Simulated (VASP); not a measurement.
# ZrC (I4mm) in VASP: notebook

ZrC is run at these levels: r2SCAN; tasks: electric field gradients.

Program: VASP 6.6.1. These are calculated values, not measurements. Logs are shortened: lines on timing, memory, paths and dates and some standing lists are left out, and cuts for length are marked.

## Step 1: The cell of the first run

It takes space group I4mm (No. 107, tetragonal). The conventional cell has a = 3.345 Å, b = 3.345 Å, c = 4.730 Å, α = 90.00°, β = 90.00°, γ = 90.00°. Zr (site symmetry 4mm) has 6 C at 2.13 to 2.60 Å within 2.8 Å. C (site symmetry 4mm) has 6 Zr at 2.13 to 2.60 Å within 2.8 Å.

## Step 2: Electric field gradients, r2SCAN (shortest bond scaled by 1.1)

Contents of POSCAR:

```
ZrC
1.0
    0.0000000000      2.3650000000      2.3650000000
    2.3650000000      0.0000000000      2.3650000000
    2.3650000000      2.3650000000      0.0000000000
Zr C
1 1
Direct
    0.5250000000      0.5250000000      0.4750000000
   -0.0250000000     -0.0250000000      0.0250000000
```

Contents of INCAR.step1:

```
  ALGO = Normal
  EDIFF = 1E-4
  ENCUT = 520
  GGA = PE
  ISMEAR = -1
  LASPH = True
  LCHARG = False
  LREAL = False
  LWAVE = True
  NBANDS = 15
  NELM = 60
  PREC = Accurate
  SIGMA = 0.05
```

Contents of INCAR.step2:

```
  ALGO = Normal
  EDIFF = 1E-8
  ENCUT = 520
  ISIF = 2
  ISMEAR = -1
  ISTART = 1
  LASPH = True
  LCHARG = False
  LEFG = True
  LMIXTAU = True
  LREAL = False
  LWAVE = False
  METAGGA = R2SCAN
  NBANDS = 15
  NELM = 60
  PREC = Accurate
  SIGMA = 0.05
```

Contents of KPOINTS:

```
k-points
0
Gamma
  11 11 11
```

Potentials or basis: VASP PAW PBE potentials, release 64 (Zr_sv, C).

Started as:

```bash
cat potpaw_PBE.64/Zr_sv/POTCAR potpaw_PBE.64/C/POTCAR > POTCAR
cp INCAR.step1 INCAR
mpirun -np 1 vasp_std > vasp.out
cp INCAR.step2 INCAR
mpirun -np 1 vasp_std > vasp.out
```

OUTCAR:

```text
EDIFF = 1E-8
   ENCUT = 520
   ISIF = 2
   ISMEAR = -1
   ISTART = 1
   LASPH = True
   LREAL = False
   METAGGA = R2SCAN
   NELM = 60
   PREC = Accurate

 ion  position               nearest neighbor table
   1  0.525  0.525  0.475-   2 2.13   2 2.38   2 2.38   2 2.38   2 2.38   2 2.60
   2  0.975  0.975  0.025-   1 2.13   1 2.38   1 2.38   1 2.38   1 2.38   1 2.60

  LATTYP: Found a face centered cubic cell.
 ALAT       =     4.7300000000

  Lattice vectors:

 A1 = (   0.0000000000,   2.3650000000,   2.3650000000)
 A2 = (   2.3650000000,   0.0000000000,   2.3650000000)
 A3 = (   2.3650000000,   2.3650000000,   0.0000000000)

Analysis of symmetry for initial positions (statically):
=====================================================================
 Subroutine PRICEL returns:
 Original cell was already a primitive cell.

 Routine SETGRP: Setting up the symmetry group for a
 face centered cubic supercell.

 Subroutine GETGRP returns: Found  8 space group operations
 (whereof  8 operations were pure point group operations)
 out of a pool of 48 trial point group operations.

The static configuration has the point symmetry C_4v.

Analysis of symmetry for dynamics (positions and initial velocities):
=====================================================================
 Subroutine PRICEL returns:
 Original cell was already a primitive cell.

 Routine SETGRP: Setting up the symmetry group for a
 face centered cubic supercell.

 Subroutine GETGRP returns: Found  8 space group operations
 (whereof  8 operations were pure point group operations)
 out of a pool of 48 trial point group operations.

The dynamic configuration has the point symmetry C_4v.

 Subroutine INISYM returns: Found  8 space group operations
 (whereof  8 operations are pure point group operations),
 and found     1 'primitive' translations

----------------------------------------------------------------------------------------

                                     Primitive cell

  volume of cell :      26.4560

  direct lattice vectors                    reciprocal lattice vectors
     0.000000000  2.365000000  2.365000000    -0.211416490  0.211416490  0.211416490
     2.365000000  0.000000000  2.365000000     0.211416490 -0.211416490  0.211416490
     2.365000000  2.365000000  0.000000000     0.211416490  0.211416490 -0.211416490

[... 136 lines left out ...]
 Fermi energy:         9.5036597907

 k-point     1 :       0.0000    0.0000    0.0000
  band No.  band energies     occupation
      1     -40.4535      2.00000
      2     -17.4972      2.00000
      3     -17.4773      2.00000
      4     -17.4773      2.00000
      5      -2.4760      2.00000
      6       9.1614      1.99787
      7       9.1614      1.99787
      8       9.3425      1.92335
      9      10.7541      0.00000
     10      12.0842      0.00000
     11      12.0842      0.00000
     12      12.3571      0.00000
     13      13.7593      0.00000
     14      17.0076      0.00000
[... 401 lines left out ...]
      2     -17.8371      2.00000
      3     -17.5630      2.00000
      4     -17.5020      2.00000
      5      -1.4335      2.00000
      6       6.6853      2.00000
      7       7.7196      2.00000
      8       7.9539      2.00000
      9      11.3238      0.00000
     10      12.4814      0.00000
     11      12.8714      0.00000
     12      14.9058      0.00000
     13      17.2977      0.00000
     14      18.9649      0.00000
     15      22.7996      0.00000

 [... further k-points ...]

------------------------ aborting loop because EDIFF is reached ----------------------------------------

  FORCE on cell =-STRESS in cart. coord.  units (eV):
  Direction    XX          YY          ZZ          XY          YZ          ZX
  --------------------------------------------------------------------------------------
  -------------------------------------------------------------------------------------
  Total       -0.4944552     -0.4944552      1.9484159      0.0000000     -0.0000000      0.0000000
  in kB      -29.9442975    -29.9442975    117.9964176      0.0000000     -0.0000000      0.0000000
  external PRESSURE =      19.3692742 kB  Pullay stress =       0.0000000 kB

 VOLUME and BASIS-vectors are now :
 -----------------------------------------------------------------------------
  energy-cutoff  :      520.00
  volume of cell :       26.46
      direct lattice vectors                 reciprocal lattice vectors
     0.000000000  2.365000000  2.365000000    -0.211416490  0.211416490  0.211416490
     2.365000000  0.000000000  2.365000000     0.211416490 -0.211416490  0.211416490
     2.365000000  2.365000000  0.000000000     0.211416490  0.211416490 -0.211416490

 POSITION                                       TOTAL-FORCE (eV/Angst)
 -----------------------------------------------------------------------------------
      2.36500      2.36500      2.48325         0.000000      0.000000     -1.789348
      2.36500      2.36500      4.61175         0.000000      0.000000      1.789348
 -----------------------------------------------------------------------------------
    total drift:                                0.000000      0.000000      0.000000

  FREE ENERGIE OF THE ION-ELECTRON SYSTEM (eV)
  ---------------------------------------------------
  free  energy   TOTEN  =       -34.5401337095 eV

  energy  without entropy=      -34.5389957302  energy(sigma->0) =      -34.53956472

 Electric field gradients (V/A^2)
---------------------------------------------------------------------
 ion       V_xx      V_yy      V_zz      V_xy      V_xz      V_yz
---------------------------------------------------------------------
   1      16.651    16.651   -33.301    -0.000    -0.000    -0.000
   2       3.515     3.515    -7.030    -0.000    -0.000    -0.000
---------------------------------------------------------------------

 Electric field gradients after diagonalization (V/A^2)
 (convention: |V_zz| > |V_xx| > |V_yy|)
----------------------------------------------------------------------
 ion       V_xx      V_yy      V_zz     asymmetry (V_yy - V_xx)/ V_zz
----------------------------------------------------------------------
   1      16.651    16.651   -33.301       0.000
   2       3.515     3.515    -7.030       0.000
----------------------------------------------------------------------

           NMR quadrupolar parameters

 Cq : quadrupolar parameter    Cq=e*Q*V_zz/h
 eta: asymmetry parameters     (V_yy - V_xx)/ V_zz
 Q  : nuclear electric quadrupole moment in mb (millibarn)
----------------------------------------------------------------------
 ion       Cq(MHz)       eta       Q (mb)
----------------------------------------------------------------------
   1      -0.081       0.000       1.000
   2      -0.017       0.000       1.000
----------------------------------------------------------------------
```

OUTCAR.step1:

```text
EDIFF = 1E-4
   ENCUT = 520
   GGA = PE
   ISMEAR = -1
   LASPH = True
[... 653 lines left out ...]
      2.36500      2.36500      2.48325         0.000000      0.000000     -1.831286
      2.36500      2.36500      4.61175         0.000000      0.000000      1.831286
 -----------------------------------------------------------------------------------
    total drift:                                0.000000      0.000000      0.000573

  FREE ENERGIE OF THE ION-ELECTRON SYSTEM (eV)
  ---------------------------------------------------
  free  energy   TOTEN  =       -19.2692391871 eV

  energy  without entropy=      -19.2676257120  energy(sigma->0) =      -19.26843245
```

OSZICAR.step1:

```text
N       E                     dE             d eps       ncg     rms          rms(c)
DAV:   1     0.101080772850E+03    0.10108E+03   -0.83676E+03  3780   0.106E+03
DAV:   2    -0.166304025748E+02   -0.11771E+03   -0.11024E+03  4788   0.288E+02
DAV:   3    -0.227571207434E+02   -0.61267E+01   -0.60853E+01  6568   0.551E+01
DAV:   4    -0.228583716781E+02   -0.10125E+00   -0.10123E+00  4482   0.537E+00
DAV:   5    -0.228594023032E+02   -0.10306E-02   -0.10306E-02  5032   0.473E-01    0.208E+01
DAV:   6    -0.193825063251E+02    0.34769E+01   -0.68213E+00  4439   0.231E+01    0.693E+00
DAV:   7    -0.192839912020E+02    0.98515E-01   -0.55537E-01  4229   0.590E+00    0.600E+00
DAV:   8    -0.192921240000E+02   -0.81328E-02   -0.24972E-01  4895   0.407E+00    0.408E+00
DAV:   9    -0.192691323659E+02    0.22992E-01   -0.45423E-02  4403   0.164E+00    0.367E-01
DAV:  10    -0.192692484911E+02   -0.11613E-03   -0.21138E-03  4909   0.430E-01    0.431E-02
DAV:  11    -0.192692391871E+02    0.93039E-05   -0.52180E-05  3300   0.707E-02
   1 F= -.19269239E+02 E0= -.19268432E+02  d E =-.161348E-02
```

Run time: 4.9 min. Hardware: 1 thread of Intel Xeon Platinum 8375C at 2.90GHz (Ice Lake), shared host; peak memory 0.2 GiB.

What came out:

```
Free energy                             : -34.5401 eV
Pressure                                : 1.9 GPa
Largest force                           : 1.789 eV/Å
Band gap on the k mesh                  : zero (bands 8 and 9 overlap by 0.74 eV)
Largest electric field gradient by atom : Zr -33.3; C -7.0 V/Å²
```

Forces in eV/Å, atoms in the order of the input:
```
Zr   0.000  0.000 -1.789
C    0.000  0.000  1.789
```

Levels at points of the mesh, in eV from the Fermi level:
| k point | band 4 | band 5 | band 6 | band 7 | band 8 | band 9 | band 10 | band 11 | band 12 | band 13 |
| --- | --- | --- | --- | --- | --- | --- | --- | --- | --- | --- |
| (0.00, 0.00, 0.00) | -26.98 | -11.98 | -0.34 | -0.34 | -0.16 | 1.25 | 2.58 | 2.58 | 2.85 | 4.26 |

Electric field gradients, principal values (V/Å²):
```tsv
atom	least	middle	greatest (by size)
1 Zr	16.651	16.651	-33.301
2 C	3.515	3.515	-7.030
```

Caveat: the cell differs from its parent crystal (shortest bond scaled by 1.1); the stress differs along the axes, from -3 to 12 GPa; without QUAD_EFG the Cq values of the log hold for a quadrupole moment of 1 mb, not for the nuclei; the PAW data sets were made with another functional, which shifts forces and pressure a little.

## Step 3: Electric field gradients, r2SCAN (shortest bond scaled by 0.94)

Contents of POSCAR:

```
ZrC
1.0
    0.0000000000      2.3650000000      2.3650000000
    2.3650000000      0.0000000000      2.3650000000
    2.3650000000      2.3650000000      0.0000000000
Zr C
1 1
Direct
    0.4850000000      0.4850000000      0.5150000000
    0.0150000000      0.0150000000     -0.0150000000
```

Contents of INCAR.step1:

```
SYSTEM = ZrC
ALGO     = Normal         ! electronic algorithm
EDIFF    = 1E-4           ! SCF threshold, eV
ENCUT    = 520            ! plane-wave cutoff, eV
GGA      = PE             ! functional
ISMEAR   = -1             ! smearing method
LASPH    = .True.         ! aspherical terms in the spheres
LCHARG   = .False.        ! write CHGCAR
LREAL    = .False.        ! projectors in reciprocal space
LWAVE    = .True.         ! write WAVECAR
NBANDS   = 15             ! bands
NELM     = 100            ! most SCF steps
PREC     = Accurate       ! precision mode
SIGMA    = 0.05           ! smearing width, eV
```

Contents of INCAR.step2:

```
SYSTEM = ZrC
ALGO     = Normal         ! electronic algorithm
EDIFF    = 1E-8           ! SCF threshold, eV
ENCUT    = 520            ! plane-wave cutoff, eV
ISIF     = 2              ! what is computed and relaxed
ISMEAR   = -1             ! smearing method
ISTART   = 1            
LASPH    = .True.         ! aspherical terms in the spheres
LCHARG   = .False.        ! write CHGCAR
LEFG     = .True.       
LMIXTAU  = .True.       
LREAL    = .False.        ! projectors in reciprocal space
LWAVE    = .False.        ! write WAVECAR
METAGGA  = R2SCAN         ! meta-GGA
NBANDS   = 15             ! bands
NELM     = 100            ! most SCF steps
PREC     = Accurate       ! precision mode
SIGMA    = 0.05           ! smearing width, eV
```

Contents of KPOINTS:

```
k-points
0
Gamma
  11 11 11
  0 0 0
```

Potentials or basis: VASP PAW PBE potentials, release 64 (Zr_sv, C).

Started as:

```bash
cat potpaw_PBE.64/Zr_sv/POTCAR potpaw_PBE.64/C/POTCAR > POTCAR
cp INCAR.step1 INCAR
mpirun -np 1 vasp_std > vasp.out
cp INCAR.step2 INCAR
mpirun -np 1 vasp_std > vasp.out
```

OUTCAR:

```text
SYSTEM = ZrC
   EDIFF = 1E-8
   ENCUT = 520
   ISIF = 2
   ISMEAR = -1
   ISTART = 1
   LASPH = .True.
   LREAL = .False.
   METAGGA = R2SCAN
   NELM = 100
   PREC = Accurate

 ion  position               nearest neighbor table
   1  0.485  0.485  0.515-   2 2.22   2 2.37   2 2.37   2 2.37   2 2.37   2 2.51
   2  0.015  0.015  0.985-   1 2.22   1 2.37   1 2.37   1 2.37   1 2.37   1 2.51

  LATTYP: Found a face centered cubic cell.
 ALAT       =     4.7300000000

  Lattice vectors:

 A1 = (   0.0000000000,   2.3650000000,   2.3650000000)
 A2 = (   2.3650000000,   0.0000000000,   2.3650000000)
 A3 = (   2.3650000000,   2.3650000000,   0.0000000000)
[... 644 lines left out ...]
  free  energy   TOTEN  =       -34.6631807654 eV

  energy  without entropy=      -34.6615175253  energy(sigma->0) =      -34.66234915

 Electric field gradients (V/A^2)
---------------------------------------------------------------------
 ion       V_xx      V_yy      V_zz      V_xy      V_xz      V_yz
---------------------------------------------------------------------
   1       7.817     7.817   -15.635    -0.000    -0.000    -0.000
   2       1.639     1.639    -3.279    -0.000    -0.000    -0.000
---------------------------------------------------------------------

 Electric field gradients after diagonalization (V/A^2)
 (convention: |V_zz| > |V_xx| > |V_yy|)
----------------------------------------------------------------------
 ion       V_xx      V_yy      V_zz     asymmetry (V_yy - V_xx)/ V_zz
----------------------------------------------------------------------
   1       7.817     7.817   -15.635       0.000
   2       1.639     1.639    -3.279       0.000
----------------------------------------------------------------------

           NMR quadrupolar parameters

 Cq : quadrupolar parameter    Cq=e*Q*V_zz/h
 eta: asymmetry parameters     (V_yy - V_xx)/ V_zz
 Q  : nuclear electric quadrupole moment in mb (millibarn)
----------------------------------------------------------------------
 ion       Cq(MHz)       eta       Q (mb)
----------------------------------------------------------------------
   1      -0.038       0.000       1.000
   2      -0.008       0.000       1.000
----------------------------------------------------------------------
```

OUTCAR.step1:

```text
SYSTEM = ZrC
   EDIFF = 1E-4
   ENCUT = 520
   GGA = PE
   ISMEAR = -1
   LASPH = .True.
   LREAL = .False.
[... 652 lines left out ...]
      2.36500      2.36500      2.29405         0.000000      0.000000      0.906735
      2.36500      2.36500      0.07095         0.000000      0.000000     -0.906735
 -----------------------------------------------------------------------------------
    total drift:                               -0.000000     -0.000000     -0.000515

  FREE ENERGIE OF THE ION-ELECTRON SYSTEM (eV)
  ---------------------------------------------------
  free  energy   TOTEN  =       -19.3963931727 eV

  energy  without entropy=      -19.3945789083  energy(sigma->0) =      -19.39548604
```

OSZICAR.step1:

```text
N       E                     dE             d eps       ncg     rms          rms(c)
DAV:   1     0.101105265417E+03    0.10111E+03   -0.84831E+03  3780   0.107E+03
DAV:   2    -0.167241770822E+02   -0.11783E+03   -0.11043E+03  4781   0.288E+02
DAV:   3    -0.227994137322E+02   -0.60752E+01   -0.60352E+01  6509   0.551E+01
DAV:   4    -0.229302364663E+02   -0.13082E+00   -0.13076E+00  4462   0.568E+00
DAV:   5    -0.229317029804E+02   -0.14665E-02   -0.14665E-02  5072   0.516E-01    0.201E+01
DAV:   6    -0.195152726869E+02    0.34164E+01   -0.65909E+00  4412   0.228E+01    0.680E+00
DAV:   7    -0.194123805481E+02    0.10289E+00   -0.62393E-01  4280   0.595E+00    0.592E+00
DAV:   8    -0.194293129165E+02   -0.16932E-01   -0.31335E-01  4734   0.442E+00    0.468E+00
DAV:   9    -0.193966533077E+02    0.32660E-01   -0.61203E-02  4319   0.184E+00    0.582E-01
DAV:  10    -0.193963987929E+02    0.25451E-03   -0.35094E-03  4907   0.521E-01    0.394E-02
DAV:  11    -0.193963931727E+02    0.56202E-05   -0.92749E-05  4095   0.930E-02
   1 F= -.19396393E+02 E0= -.19395486E+02  d E =-.181426E-02
```

Run time: 4.8 min. Hardware: 1 thread of Intel Xeon Platinum 8375C at 2.90GHz (Ice Lake), shared host; peak memory 0.2 GiB.

Results:

```yaml
Free_energy: -34.6632 eV
Pressure: -0.9 GPa
Largest_force: 0.863 eV/Å
Band_gap_on_the_k_mesh: zero (bands 8 and 9 overlap by 0.90 eV)
Largest_electric_field_gradient_by_atom: Zr -15.6; C -3.3 V/Å²
```

Forces in eV/Å, atoms in the order of the input:
```
Zr   0.000  0.000  0.863
C    0.000  0.000 -0.863
```

Stress tensor (GPa, compression positive):
```
-2.62  0.00  0.00
 0.00 -2.62  0.00
 0.00  0.00  2.42
```

Electric field gradients, principal values (V/Å²):
```
atom  least  middle  greatest (by size)
1 Zr  7.817   7.817             -15.635
 2 C  1.639   1.639              -3.279
```

Caveat: the cell differs from its parent crystal (shortest bond scaled by 0.94); the stress differs along the axes, from -3 to 2 GPa; without QUAD_EFG the Cq values of the log hold for a quadrupole moment of 1 mb, not for the nuclei; the PAW data sets were made with another functional, which shifts forces and pressure a little.
